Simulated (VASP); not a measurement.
Pt:

```
Pt
1.0
     0.00000    1.97158    1.97158
     1.97158    0.00000    1.97158
     1.97158    1.97158    0.00000
Pt
1
Direct
  0.00000 0.00000 0.00000
```

```yaml
Program: VASP 6.6.1
Task: relaxation of cell and atoms
Functional: PBEsol
Potentials_or_basis: VASP PAW PBE potentials, release 64 (Pt)
Cutoff: 600 eV
k_mesh: 18 × 18 × 18
Occupations: gaussian, width 0.1 eV
Spin: no spin polarisation
```

At the start: pressure -5.6 GPa; volume 15.33 Å³/atom.

Task: How do energy, volume and symmetry change on relaxing?

Result: Over 4 steps the energy falls by 5.5 meV/atom and the volume is 15.02 Å³/atom (-2.0 %); space group Fm-3m (No. 225, to 0.1 Å) before and after.

The path:
| step | energy change (eV) | largest force (eV/Å) | pressure (GPa) | volume (Å³) |
| --- | --- | --- | --- | --- |
| 1 | 0.0000 | 0.0000 | -5.55 | 15.33 |
| 2 | 0.0425 | 0.0000 | 19.48 | 14.18 |
| 3 | -0.0055 | 0.0000 | -0.13 | 15.03 |
| 4 | -0.0055 | 0.0000 | -0.01 | 15.02 |

Final structure:
```xyz
1
Lattice="0.0000 1.9583 1.9583 1.9583 0.0000 1.9583 1.9583 1.9583 0.0000" Properties=species:S:1:pos:R:3 pbc="T T T"
Pt    1.9583    1.9583    0.0000
```

Caveat: the PAW data sets were made with another functional, which shifts forces and pressure a little.
